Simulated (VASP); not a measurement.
Runs of VASP 6.6.1 on Be. The structure is that of space group Im-3m (No. 229), or close to it. The cells are those of the table. 

| task | spin | cell | k mesh | cutoff (eV) | gap on the mesh (eV) | pressure (GPa) |
| --- | --- | --- | --- | --- | --- | --- |
| single point | off | a = 2.107 Å, angles 109.5°, 1 atom | 20 × 20 × 20 | 520 | none | (b) |
| single point | non-collinear, zero start, SOC | a = 2.167 Å, angles 109.5°, 1 atom | 17 × 17 × 17 | 520 | - | 0.2 |
| relaxation of cell and atoms | off | relaxed from a = 2.192 Å, angles 109.5°, 1 atom | 17 × 17 × 17 | 600 | none | 0.0 |
| single point | off | a = 2.195 Å, angles 109.5°, 1 atom | 20 × 20 × 20 | 520 | none | (a) |
| single point | off | a = 2.167 Å, angles 109.5°, 1 atom | 17 × 17 × 17 | 520 | none | 0.2 |
| single point | off | a = 2.167 Å, angles 109.5°, 1 atom | 29 × 29 × 29 | 520 | none | 0.1 |
| single point | off | a = 2.137 Å, angles 109.5°, 1 atom | 20 × 20 × 20 | 520 | none | 5.5 |
| single point | off | a = 2.250 Å, angles 109.5°, 1 atom | 20 × 20 × 20 | 520 | none | -11.5 |
| single point | off | a = 2.167 Å, angles 109.5°, 1 atom | 20 × 20 × 20 | 520 | none | 0.0 |
| single point | off | a = 2.223 Å, angles 109.5°, 1 atom | 20 × 20 × 20 | 520 | none | -8.4 |
| single point | off | a = 2.076 Å, angles 109.5°, 1 atom | 20 × 20 × 20 | 520 | none | 19.8 |

Alike in all rows: level r2SCAN; potentials or basis VASP PAW PBE potentials, release 64 (Be); smearing fermi-dirac 0.1 eV.

Task: Estimate the missing entries.

Result: (a) -4.5; (b) 12.0.

Caveats: the PAW data sets were made with another functional, which shifts forces and pressure a little.

A gap of «none» marks levels without a gap at the run's occupations.
